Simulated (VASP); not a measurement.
# MgO (Imm2) in VASP: a series of runs, part 2 of 2

VASP 6.6.1. Earlier steps stand in the parts before.

## 3. Single point, r2SCAN (all O atoms moved +0.087 Å, as atom 2 along Cartesian [1 1 0])

Input file POSCAR:

```
MgO
1.0
    0.0000000000      2.1351500000      2.1351500000
    2.1351500000      0.0000000000      2.1351500000
    2.1351500000      2.1351500000      0.0000000000
Mg O
1 1
Direct
    0.0000000000      0.0000000000      0.0000000000
    0.5000000000      0.5000000000      0.5289777502
```

Input file INCAR.step1:

```
PREC = Accurate
ENCUT = 920
ISMEAR = 0
SIGMA = 0.05
LREAL = False
LASPH = True
NELM = 120
NBANDS = 15
GGA = PE
ALGO = Normal
EDIFF = 1E-5
LWAVE = True
LCHARG = False
GGA_COMPAT = False
```

Input file INCAR.step2:

```
PREC = Accurate
ENCUT = 920
EDIFF = 1E-6
ISMEAR = 0
SIGMA = 0.05
LREAL = False
LASPH = True
NELM = 120
ALGO = Normal
ISIF = 2
LWAVE = False
LCHARG = False
METAGGA = R2SCAN
LMIXTAU = True
NBANDS = 15
ISTART = 1
GGA_COMPAT = False
```

Input file KPOINTS:

```
regular mesh
0
Gamma
  10 10 10
```

Potentials or basis: VASP PAW PBE potentials, release 64 (Mg_sv, O).

Started as:

```bash
$ cat potpaw_PBE.64/Mg_sv/POTCAR potpaw_PBE.64/O/POTCAR > POTCAR
$ cp INCAR.step1 INCAR
$ mpirun -np 1 vasp_std > vasp.out
$ cp INCAR.step2 INCAR
$ mpirun -np 1 vasp_std > vasp.out
```

OUTCAR:

```text
PREC = Accurate
   ENCUT = 920
   EDIFF = 1E-6
   ISMEAR = 0
   LREAL = False
   LASPH = True
   NELM = 120
   ISIF = 2
   METAGGA = R2SCAN
   ISTART = 1

 ion  position               nearest neighbor table
   1  0.000  0.000  0.000-   2 2.07   2 2.07
   2  0.500  0.500  0.529-   1 2.07   1 2.07

  LATTYP: Found a face centered cubic cell.
 ALAT       =     4.2703000000

  Lattice vectors:

 A1 = (   0.0000000000,   2.1351500000,   2.1351500000)
 A2 = (   2.1351500000,   0.0000000000,   2.1351500000)
 A3 = (   2.1351500000,   2.1351500000,   0.0000000000)

Analysis of symmetry for initial positions (statically):
=====================================================================
 Subroutine PRICEL returns:
 Original cell was already a primitive cell.

 Routine SETGRP: Setting up the symmetry group for a
 face centered cubic supercell.

 Subroutine GETGRP returns: Found  4 space group operations
 (whereof  4 operations were pure point group operations)
 out of a pool of 48 trial point group operations.

The static configuration has the point symmetry C_2v.

Analysis of symmetry for dynamics (positions and initial velocities):
=====================================================================
 Subroutine PRICEL returns:
 Original cell was already a primitive cell.

 Routine SETGRP: Setting up the symmetry group for a
 face centered cubic supercell.

 Subroutine GETGRP returns: Found  4 space group operations
 (whereof  4 operations were pure point group operations)
 out of a pool of 48 trial point group operations.

The dynamic configuration has the point symmetry C_2v.

 Subroutine INISYM returns: Found  4 space group operations
 (whereof  4 operations are pure point group operations),
 and found     1 'primitive' translations

----------------------------------------------------------------------------------------

                                     Primitive cell

[... 119 lines left out ...]
   LEPSILON=     F    determine dielectric tensor
   LRPA    =     F    only Hartree local field effects (RPA)
 non-spin polarized calculation
 Gauss-broadening in eV      SIGMA  =   0.05
  energy-cutoff  :      920.00
  volume of cell :       19.47
 maximum number of plane-waves:      1251
 NGX is ok and might be reduce to    30
   NGX = 15   NGY = 15   NGZ = 15

 number of electron      15.9999993 magnetization

 Free energy of the ion-electron system (eV)
  ---------------------------------------------------
  ext. energy  EPLUGINS =         0.00000000
  ---------------------------------------------------
  free energy    TOTEN  =       -16.12063472 eV

  energy without entropy =      -16.12063472  energy(sigma->0) =      -16.12063472

 E-fermi :   2.6365     XC(G=0): -11.8115

 val. band max:        2.2179563444   @ k =   0.0000   0.0000   0.0000
 cond. band min:       7.4543646293   @ k =   0.0000   0.0000   0.0000
 fundamental gap:      5.2364082849
 Fermi energy:         2.6365037049

 k-point     1 :       0.0000    0.0000    0.0000
  band No.  band energies     occupation
      1     -72.8969      2.00000
      2     -37.9881      2.00000
      3     -37.9868      2.00000
      4     -37.9850      2.00000
      5     -15.7645      2.00000
      6       2.2049      2.00000
      7       2.2169      2.00000
      8       2.2180      2.00000
      9       7.4544      0.00000
     10      18.8373      0.00000
     11      18.8676      0.00000
     12      18.8838      0.00000
     13      22.8070      0.00000
     14      24.6283      0.00000
[... 401 lines left out ...]
      2     -38.0459      2.00000
      3     -37.9958      2.00000
      4     -37.9936      2.00000
      5     -14.7703      2.00000
      6      -1.5247      2.00000
      7       1.4408      2.00000
      8       1.5613      2.00000
      9      11.0600      0.00000
     10      15.1324      0.00000
     11      18.5680      0.00000
     12      19.7555      0.00000
     13      23.1762      0.00000
     14      25.6067      0.00000
     15      25.9033      0.00000

 [... further k-points ...]

------------------------ aborting loop because EDIFF is reached ----------------------------------------

  FORCE on cell =-STRESS in cart. coord.  units (eV):
  Direction    XX          YY          ZZ          XY          YZ          ZX
  --------------------------------------------------------------------------------------
  -------------------------------------------------------------------------------------
  Total       -0.6614421     -0.6614421     -0.8056731     -0.0179353      0.0000000      0.0000000
  in kB      -54.4361284    -54.4361284    -66.3062200     -1.4760574      0.0000000      0.0000000
  external PRESSURE =     -58.3928256 kB  Pullay stress =       0.0000000 kB

 VOLUME and BASIS-vectors are now :
 -----------------------------------------------------------------------------
  energy-cutoff  :      920.00
  volume of cell :       19.47
      direct lattice vectors                 reciprocal lattice vectors
     0.000000000  2.135150000  2.135150000    -0.234175585  0.234175585  0.234175585
     2.135150000  0.000000000  2.135150000     0.234175585 -0.234175585  0.234175585
     2.135150000  2.135150000  0.000000000     0.234175585  0.234175585 -0.234175585

 POSITION                                       TOTAL-FORCE (eV/Angst)
 -----------------------------------------------------------------------------------
      0.00000      0.00000      0.00000         0.293754      0.293754      0.000000
      2.19702      2.19702      2.13515        -0.293754     -0.293754     -0.000000
 -----------------------------------------------------------------------------------
    total drift:                                0.015163      0.015163      0.000000

  FREE ENERGIE OF THE ION-ELECTRON SYSTEM (eV)
  ---------------------------------------------------
  free  energy   TOTEN  =       -16.1206347234 eV

  energy  without entropy=      -16.1206347234  energy(sigma->0) =      -16.12063472
```

OUTCAR.step1:

```text
PREC = Accurate
   ENCUT = 920
   ISMEAR = 0
   LREAL = False
   LASPH = True
[... 654 lines left out ...]
      0.00000      0.00000      0.00000         0.285492      0.285492      0.000000
      2.19702      2.19702      2.13515        -0.285492     -0.285492      0.000000
 -----------------------------------------------------------------------------------
    total drift:                                0.000107      0.000107      0.000000

  FREE ENERGIE OF THE ION-ELECTRON SYSTEM (eV)
  ---------------------------------------------------
  free  energy   TOTEN  =       -11.8656607467 eV

  energy  without entropy=      -11.8656607467  energy(sigma->0) =      -11.86566075
```

OSZICAR.step1:

```text
N       E                     dE             d eps       ncg     rms          rms(c)
DAV:   1     0.166501629863E+03    0.16650E+03   -0.14360E+04  5130   0.189E+03
DAV:   2    -0.711555184222E+01   -0.17362E+03   -0.16356E+03  6040   0.451E+02
DAV:   3    -0.133659893653E+02   -0.62504E+01   -0.62100E+01  6858   0.809E+01
DAV:   4    -0.134728412663E+02   -0.10685E+00   -0.10683E+00  5804   0.102E+01
DAV:   5    -0.134749017105E+02   -0.20604E-02   -0.20604E-02  6681   0.118E+00    0.864E+00
DAV:   6    -0.118912652459E+02    0.15836E+01   -0.26689E+00  5578   0.148E+01    0.290E+00
DAV:   7    -0.118771874533E+02    0.14078E-01   -0.13788E-01  5970   0.348E+00    0.175E+00
DAV:   8    -0.118667208548E+02    0.10467E-01   -0.40816E-02  6383   0.232E+00    0.348E-01
DAV:   9    -0.118654597853E+02    0.12611E-02   -0.39208E-03  5900   0.595E-01    0.100E-01
DAV:  10    -0.118656677325E+02   -0.20795E-03   -0.32335E-04  6243   0.197E-01    0.444E-02
DAV:  11    -0.118656607467E+02    0.69858E-05   -0.30856E-05  6502   0.579E-02
   1 F= -.11865661E+02 E0= -.11865661E+02  d E =-.136866E-28
```

It took 6.6 min on 1 thread of AMD EPYC 7R43 (Zen 3), shared host; peak memory 0.22 GiB.

What came out:

```yaml
Free_energy: -16.1206 eV
Pressure: -5.8 GPa
Largest_force: 0.415 eV/Å
Band_gap_on_the_k_mesh: 5.24 eV
```

Forces in eV/Å, atoms in the order of the input:
```
Mg   0.294  0.294  0.000
O   -0.294 -0.294  0.000
```

Stress tensor (GPa, compression positive):
```
-5.44 -0.15  0.00
-0.15 -5.44  0.00
 0.00  0.00 -6.63
```

Caveat: the cell differs from its parent crystal (all O atoms moved +0.087 Å, as atom 2 along Cartesian [1 1 0]); the cell stands under tension; the PAW data sets were made with another functional, which shifts forces and pressure a little.

## 4. Single point, r2SCAN (all O atoms moved +0.037 Å, as atom 2 along Cartesian [1 1 0])

Changes to POSCAR since step 3:

```diff
@@ -9,2 +9,2 @@
     0.0000000000      0.0000000000      0.0000000000
-    0.5000000000      0.5000000000      0.5289777502
+    0.5000000000      0.5000000000      0.5124190358
```

Input file INCAR.step1:

```
SYSTEM = MgO
PREC = Accurate
ENCUT = 920
ISMEAR = 0
SIGMA = 0.05
LREAL = .False.
LASPH = .True.
NELM = 120
NBANDS = 15
GGA = PE
ALGO = Normal
EDIFF = 1E-5
LWAVE = .True.
LCHARG = .False.
GGA_COMPAT = .False.
```

Input file INCAR.step2:

```
SYSTEM = MgO
PREC = Accurate
ENCUT = 920
EDIFF = 1E-6
ISMEAR = 0
SIGMA = 0.05
LREAL = .False.
LASPH = .True.
NELM = 120
ALGO = Normal
ISIF = 2
LWAVE = .False.
LCHARG = .False.
METAGGA = R2SCAN
LMIXTAU = .True.
NBANDS = 15
ISTART = 1
GGA_COMPAT = .False.
```

Input file KPOINTS:

```
Automatic mesh
0
Gamma
  10 10 10
  0 0 0
```

Started as:

```bash
$ cat potpaw_PBE.64/Mg_sv/POTCAR potpaw_PBE.64/O/POTCAR > POTCAR
$ cp INCAR.step1 INCAR
$ mpirun -np 1 vasp_std > vasp.out
$ cp INCAR.step2 INCAR
$ mpirun -np 1 vasp_std > vasp.out
```

It took 10 min on 1 thread of Intel Xeon Platinum 8375C at 2.90GHz (Ice Lake), shared host; peak memory 0.24 GiB.

Results (log left out):

* Free energy: -16.1352 eV
* Pressure: -6.4 GPa
* Largest force: 0.176 eV/Å
* Band gap on the k mesh: 5.24 eV

Forces on the atoms (eV/Å):
```
Mg   0.124  0.124  0.000
O   -0.124 -0.124  0.000
```

Stress tensor (GPa, compression positive):
```
-6.30 -0.03  0.00
-0.03 -6.30  0.00
 0.00  0.00 -6.52
```

Levels at points of the mesh, in eV from the valence-band top:
| k point | band 5 | band 6 | band 7 | band 8 | band 9 | band 10 | band 11 | band 12 |
| --- | --- | --- | --- | --- | --- | --- | --- | --- |
| (0.00, 0.00, 0.00) | -17.98 | 0.00 | 0.00 | 0.00 | 5.24 | 16.62 | 16.62 | 16.63 |
| (0.50, 0.00, 0.00) | -16.81 | -4.42 | -0.63 | -0.63 | 8.56 | 13.35 | 17.08 | 17.09 |
| (0.00, 0.00, 0.50) | -16.81 | -4.42 | -0.63 | -0.63 | 8.56 | 13.35 | 17.08 | 17.08 |
| (0.50, 0.50, 0.00) | -16.61 | -3.91 | -1.31 | -1.31 | 9.98 | 10.69 | 13.86 | 19.81 |
| (0.00, 0.50, 0.50) | -16.61 | -3.91 | -1.31 | -1.31 | 9.98 | 10.69 | 13.86 | 19.81 |

Caveat: the cell differs from its parent crystal (all O atoms moved +0.037 Å, as atom 2 along Cartesian [1 1 0]); the cell stands under tension; the PAW data sets were made with another functional, which shifts forces and pressure a little.

## 5. Summary

```csv
cell,gap on the mesh (eV),pressure (GPa),largest force (eV/Å)
"as given, atomic positions A",5.24,-6.3,0.23
"as given, atomic positions B",5.24,-5.8,0.42
"as given, atomic positions C",5.24,-6.4,0.18
```

Alike in all rows: task single point; level r2SCAN; potentials or basis VASP PAW PBE potentials, release 64 (Mg_sv, O); no spin polarisation; k mesh 10 × 10 × 10; cutoff (eV) 920; smearing gaussian 0.05 eV.

Caveats: the cell stands under tension; the PAW data sets were made with another functional, which shifts forces and pressure a little.

Absolute energies hang on the potentials; compare differences alone.
